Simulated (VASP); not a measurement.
# PtSe2 (P-1) in VASP: single point with PBE

Aim: the single point of PtSe2 with PBE.

Everything below comes from runs of VASP 6.6.1. Logs are shortened: lines on timing, memory, paths and dates and some standing lists are left out, and cuts for length are marked.

## Step 1: The cell of the first run

The typed cell holds 3 atoms: a = 3.725 Å, b = 3.724 Å, c = 5.063 Å, α = 88.85°, β = 92.29°, γ = 120.00°.

## Step 2: Single point, PBE (strain -0.0400 x Voigt [0, 0, 0, 0, 1, 0])

INCAR reads:

```
SYSTEM = PtSe2
ALGO = Normal
EDIFF = 1E-6
ENCUT = 520
GGA = PE
ISIF = 2
ISMEAR = 0
LASPH = .TRUE.
LCHARG = .TRUE.
LELF = .TRUE.
LREAL = .FALSE.
LVHAR = .TRUE.
LWAVE = .FALSE.
NBANDS = 18
NELM = 80
PREC = Accurate
SIGMA = 0.15
```

KPOINTS reads:

```
k-points
0
G
  12 12 10
  0 0 0
```

POSCAR reads:

```
PtSe2
1.0
    3.7240006046      0.0000000000     -0.0744800121
   -1.8620003023      3.2250791273      0.0372400060
   -0.1012400000      0.0000000000      5.0620000000
Pt Se
1 2
Direct
    0.0000000000      0.0000000000      0.0000000000
    0.3333333333      0.6666666667      0.2500000000
    0.6666666667      0.3333333333      0.7500000000
```

Potentials or basis: VASP PAW PBE potentials, release 64 (Pt, Se).

Run with:

```
cat potpaw_PBE.64/Pt/POTCAR potpaw_PBE.64/Se/POTCAR > POTCAR
mpirun -np 1 vasp_std > vasp.out
```

OUTCAR:

```text
SYSTEM = PtSe2
   EDIFF = 1E-6
   ENCUT = 520
   GGA = PE
   ISIF = 2
   ISMEAR = 0
   LASPH = .TRUE.
   LREAL = .FALSE.
   NELM = 80
   PREC = Accurate

 ion  position               nearest neighbor table
   1  0.000  0.000  0.000-   2 2.46   3 2.46   2 2.49   3 2.49   3 2.53   2 2.53
   2  0.333  0.667  0.250-   1 2.46   1 2.49   1 2.53
   3  0.667  0.333  0.750-   1 2.46   1 2.49   1 2.53

  LATTYP: Found a base centered monoclinic cell.
 ALAT       =     3.7247453303
 B/A-ratio  =     1.7317045013
 C/A-ratio  =     1.3592908642
 COS(beta)  =    -0.0399840064

  Lattice vectors:

 A1 = (   1.8620003023,  -3.2250791273,  -0.0372400060)
 A2 = (   1.8620003023,   3.2250791273,  -0.0372400061)
 A3 = (  -0.1012400000,   0.0000000000,   5.0620000000)

Analysis of symmetry for initial positions (statically):
=====================================================================
 Subroutine PRICEL returns:
 Original cell was already a primitive cell.

 Routine SETGRP: Setting up the symmetry group for a
 base centered monoclinic supercell.

 Subroutine GETGRP returns: Found  2 space group operations
 (whereof  2 operations were pure point group operations)
 out of a pool of  4 trial point group operations.

The static configuration has the point symmetry S_2 .

Analysis of symmetry for dynamics (positions and initial velocities):
=====================================================================
 Subroutine PRICEL returns:
 Original cell was already a primitive cell.

 Routine SETGRP: Setting up the symmetry group for a
 base centered monoclinic supercell.

 Subroutine GETGRP returns: Found  2 space group operations
 (whereof  2 operations were pure point group operations)
 out of a pool of  4 trial point group operations.

The dynamic configuration has the point symmetry S_2 .

 Subroutine INISYM returns: Found  2 space group operations
 (whereof  2 operations are pure point group operations),
 and found     1 'primitive' translations

----------------------------------------------------------------------------------------

                                     Primitive cell

  volume of cell :      60.7713

  direct lattice vectors                    reciprocal lattice vectors
     3.724000605  0.000000000 -0.074480012     0.268635875  0.155034956  0.005372717
    -1.862000302  3.225079127  0.037240006     0.000000000  0.310069912  0.000000000
    -0.101240000  0.000000000  5.062000000     0.003952589  0.000000000  0.197629427

  length of vectors
     3.724745330  3.724186800  5.063012299     0.310209505  0.310069912  0.197668949

  position of ions in fractional coordinates (direct lattice)
     0.000000000  0.000000000  0.000000000
     0.333333333  0.666666667  0.250000000
     0.666666667  0.333333333  0.750000000

  ion indices of the primitive-cell ions
   primitive index   ion index
                 1           1
                 2           2
                 3           3

----------------------------------------------------------------------------------------

 KPOINTS: k-points

Automatic generation of k-mesh.
 Grid dimensions read from file:
 generate k-points for:   12   12   10

 Generating k-lattice:

  Cartesian coordinates                     Fractional coordinates (reciprocal lattice)
     0.022386323  0.012919580  0.000447726     0.083333333  0.000000000  0.000000000
     0.000000000  0.025839159  0.000000000     0.000000000  0.083333333  0.000000000
     0.000395259  0.000000000  0.019762943    -0.000000000  0.000000000  0.100000000

  Length of vectors
     0.025850792  0.025839159  0.019766895

  Shift w.r.t. Gamma in fractional coordinates (k-lattice)
     0.000000000  0.000000000  0.000000000

 Subroutine IBZKPT returns following result:
 ===========================================

 Found    724 irreducible k-points:

 Following reciprocal coordinates:
            Coordinates               Weight
  0.000000  0.000000  0.000000      1.000000
  0.083333  0.000000  0.000000      2.000000
 -0.083333  0.083333 -0.000000      2.000000
  0.166667  0.000000  0.000000      2.000000
 -0.166667  0.166667  0.000000      2.000000
  0.250000  0.000000  0.000000      2.000000
[... 16 lines left out ...]
  0.416667  0.083333  0.000000      2.000000
 -0.416667  0.500000 -0.000000      2.000000
 [... further k-points ...]
   k-points           NKPTS =    724   k-points in BZ     NKDIM =    724   number of bands    NBANDS=     18
   number of dos      NEDOS =    301   number of ions     NIONS =      3
   total plane-waves  NPLWV =  31360
   dimension x,y,z NGX =    28 NGY =   28 NGZ =   40
   dimension x,y,z NGXF=    56 NGYF=   56 NGZF=   80
   ions per type =               1   2
   NGX,Y,Z   is equivalent  to a cutoff of  12.50, 12.50, 13.13 a.u.
   NGXF,Y,Z  is equivalent  to a cutoff of  24.99, 25.00, 26.27 a.u.
 SYSTEM =  PtSe2
   PREC   = accura    normal or accurate (medium, high low for compatibility)
   ISTART =      0    job   : 0-new  1-cont  2-samecut
   ICHARG =      2    charge: 1-file 2-atom 10-const
   ISPIN  =      1    spin polarized calculation?
   LNONCOLLINEAR =      F non collinear calculations
   LSORBIT =      F    spin-orbit coupling
   LASPH  =      T    aspherical Exc in radial PAW
   ENCUT  =  520.0 eV  38.22 Ry    6.18 a.u.   6.93  6.92  9.41*2*pi/ulx,y,z
   NELM   =     80;   NELMIN=  2; NELMDL= -5     # of ELM steps
   EDIFF  = 0.1E-05   stopping-criterion for ELM
   LREAL  =      F    real-space projection
   EDIFFG = 0.1E-04   stopping-criterion for IOM
   NSW    =      0    number of steps for IOM
   IBRION =     -1    ionic relax: 0-MD 1-quasi-New 2-CG
   NFREE  =      0    steps in history (QN), initial steepest desc. (CG)
   ISIF   =      2    stress and relaxation
   ISYM   =      2    0-nonsym 1-usesym 2-fastsym
   POTIM  = 0.5000    time-step for ionic-motion
   TEBEG  =    0.0;   TEEND  =   0.0 temperature during run
   PSTRESS=    0.0 pullay stress
   NELECT =      22.0000    total number of electrons
   NUPDOWN=      -1.0000    fix difference up-down
   EMIN   =  10.00;   EMAX   =-10.00  energy-range for DOS
   EFERMI =   0.00;   METHOD = LEGACY
   ISMEAR =     0;   SIGMA  =   0.15  broadening in eV -4-tet -1-fermi 0-gaus
   EFERMI_NEDOS =   21; number of points for ismear=-14 and -15
   IALGO  =     38    algorithm
   IMIX   =      4    mixing-type and parameters
     AMIX     =   0.40;   BMIX     =  1.00
     AMIX_MAG =   1.60;   BMIX_MAG =  1.00
  volume/ion in A,a.u.               =      20.26       136.70
  Fermi-wavevector in a.u.,A,eV,Ry     =   1.166764  2.204864 18.522120  1.361337
  Thomas-Fermi vector in A             =   2.303273
   LORBIT       =      0    0 simple, 1 ext, 2 COOP (PROOUT), +10 PAW based schemes
   GGA     = PE    functional components
   LHFCALC =     F    Hartree Fock is set to
   AEXX    =    0.0000 exact exchange contribution
   IVDW    =     0    specifies the selected vdW correction
   LEPSILON=     F    determine dielectric tensor
   LRPA    =     F    only Hartree local field effects (RPA)
 non-spin polarized calculation
 Gauss-broadening in eV      SIGMA  =   0.15
  energy-cutoff  :      520.00
  volume of cell :       60.77
 maximum number of plane-waves:      1660
   NGX = 13   NGY = 13   NGZ = 19

 number of electron      21.9999998 magnetization

 Free energy of the ion-electron system (eV)
  ---------------------------------------------------
  ext. energy  EPLUGINS =         0.00000000
  ---------------------------------------------------
  free energy    TOTEN  =       -14.16096939 eV

  energy without entropy =      -14.15409946  energy(sigma->0) =      -14.15753443

 E-fermi :   6.5372     XC(G=0): -10.6350

 val. band max:        6.5320931430   @ k =  -0.2500  -0.4167   0.1000
 cond. band min:       6.5379482336   @ k =   0.0833   0.0000   0.1000
 fundamental gap:      0.0058550907
 Fermi energy:         6.5371949389

 k-point     1 :       0.0000    0.0000    0.0000
  band No.  band energies     occupation
      1      -9.1858      2.00000
      2      -6.3499      2.00000
      3      -0.6801      2.00000
      4      -0.0172      2.00000
      5       0.1123      2.00000
      6       2.4843      2.00000
[... 10 lines left out ...]
     17      13.9139      0.00000
     18      18.3079      0.00000

 k-point     2 :       0.0833    0.0000    0.0000
  band No.  band energies     occupation
      1      -9.1088      2.00000
      2      -6.3831      2.00000
      3      -0.5927      2.00000
      4       0.0306      2.00000
      5       0.1603      2.00000
      6       2.4270      2.00000
[... 10 lines left out ...]
     17      14.1515      0.00000
     18      16.9289      0.00000

 k-point     3 :      -0.0833    0.0833   -0.0000
  band No.  band energies     occupation
      1      -9.1057      2.00000
      2      -6.3895      2.00000
      3      -0.5790      2.00000
      4       0.0470      2.00000
      5       0.1664      2.00000
      6       2.3789      2.00000
[... 10 lines left out ...]
     17      14.0208      0.00000
     18      17.0021      0.00000

 k-point     4 :       0.1667    0.0000    0.0000
  band No.  band energies     occupation
      1      -8.8856      2.00000
      2      -6.4767      2.00000
      3      -0.3449      2.00000
      4       0.1606      2.00000
      5       0.3081      2.00000
      6       2.0543      2.00000
[... 375 lines left out ...]
      4       0.6689      2.00000
      5       1.0434      2.00000
      6       1.4776      2.00000
[... 10 lines left out ...]
     17      14.9242      0.00000
     18      15.6754      0.00000

 k-point    23 :       0.4167    0.0833    0.0000
  band No.  band energies     occupation
      1      -7.4679      2.00000
      2      -7.1333      2.00000
      3      -0.6293      2.00000
      4       0.5176      2.00000
      5       1.2067      2.00000
      6       1.8888      2.00000
[... 10 lines left out ...]
     17      14.8937      0.00000
     18      16.9032      0.00000

 k-point    24 :      -0.4167    0.5000   -0.0000
  band No.  band energies     occupation
      1      -7.4418      2.00000
      2      -7.1225      2.00000
      3      -0.7763      2.00000
      4       0.7404      2.00000
      5       1.2092      2.00000
      6       2.1436      2.00000
[... 10 lines left out ...]
     17      14.8111      0.00000
     18      16.9621      0.00000

 [... further k-points ...]

------------------------ aborting loop because EDIFF is reached ----------------------------------------

  FORCE on cell =-STRESS in cart. coord.  units (eV):
  Direction    XX          YY          ZZ          XY          YZ          ZX
  --------------------------------------------------------------------------------------
  -------------------------------------------------------------------------------------
  Total        3.1923244      3.0784152      2.3412958     -0.8116420     -0.0713197      1.3600188
  in kB       84.1625917     81.1594826     61.7260322    -21.3981669     -1.8802754     35.8556002
  external PRESSURE =      75.6827022 kB  Pullay stress =       0.0000000 kB

 VOLUME and BASIS-vectors are now :
 -----------------------------------------------------------------------------
  energy-cutoff  :      520.00
  volume of cell :       60.77
      direct lattice vectors                 reciprocal lattice vectors
     3.724000605  0.000000000 -0.074480012     0.268635875  0.155034956  0.005372717
    -1.862000302  3.225079127  0.037240006     0.000000000  0.310069912  0.000000000
    -0.101240000  0.000000000  5.062000000     0.003952589  0.000000000  0.197629427

 POSITION                                       TOTAL-FORCE (eV/Angst)
 -----------------------------------------------------------------------------------
      0.00000      0.00000      0.00000         0.000000      0.000000      0.000000
     -0.02531      2.15005      1.26550         0.432379     -0.022634      0.602365
      1.78607      1.07503      3.75926        -0.432379      0.022634     -0.602365
 -----------------------------------------------------------------------------------
    total drift:                               -0.000000     -0.000000     -0.000000

  FREE ENERGIE OF THE ION-ELECTRON SYSTEM (eV)
  ---------------------------------------------------
  free  energy   TOTEN  =       -14.1609693895 eV

  energy  without entropy=      -14.1540994634  energy(sigma->0) =      -14.15753443
```

Run time: 4.7 min. Hardware: 1 thread of AMD EPYC 9R45 (Zen 5), shared host; peak memory 0.79 GiB.

Results:

```
Free energy            : -14.1610 eV
Pressure               : 7.6 GPa
Largest force          : 0.742 eV/Å
Band gap on the k mesh : zero (bands 11 and 12 overlap by 0.48 eV)
```

Forces on the atoms (eV/Å):
```
Pt   0.000  0.000  0.000
Se   0.432 -0.023  0.602
Se  -0.432  0.023 -0.602
```

Levels at points of the mesh, in eV from the Fermi level:
```tsv
k point	band 8	band 9	band 10	band 11	band 12	band 13	band 14	band 15
(0.00, 0.00, 0.00)	-2.58	-1.14	-1.02	0.42	1.42	1.52	3.62	4.23
(0.50, 0.00, 0.00)	-3.51	-3.50	-3.36	-2.95	0.57	2.49	4.81	5.80
(0.50, 0.50, 0.00)	-3.55	-3.53	-3.49	-3.00	0.77	2.23	4.79	5.82
(0.00, 0.50, 0.00)	-3.54	-3.46	-3.42	-2.97	0.67	2.33	4.82	5.71
(0.00, 0.00, 0.50)	-2.95	-1.71	-1.64	-1.37	2.12	2.50	4.79	6.34
(0.50, 0.00, 0.50)	-3.48	-3.21	-2.85	-1.21	1.06	1.47	4.46	4.81
(0.50, 0.50, 0.50)	-3.55	-3.24	-2.86	-1.54	0.93	1.58	4.72	4.76
(0.00, 0.50, 0.50)	-3.51	-3.22	-2.85	-1.37	0.98	1.55	4.59	4.78
```

Caveat: the cell differs from its parent crystal (strain -0.0400 x Voigt [0, 0, 0, 0, 1, 0]); the cell stands under pressure; spin-orbit coupling is left out, which moves the levels of the heavy elements.
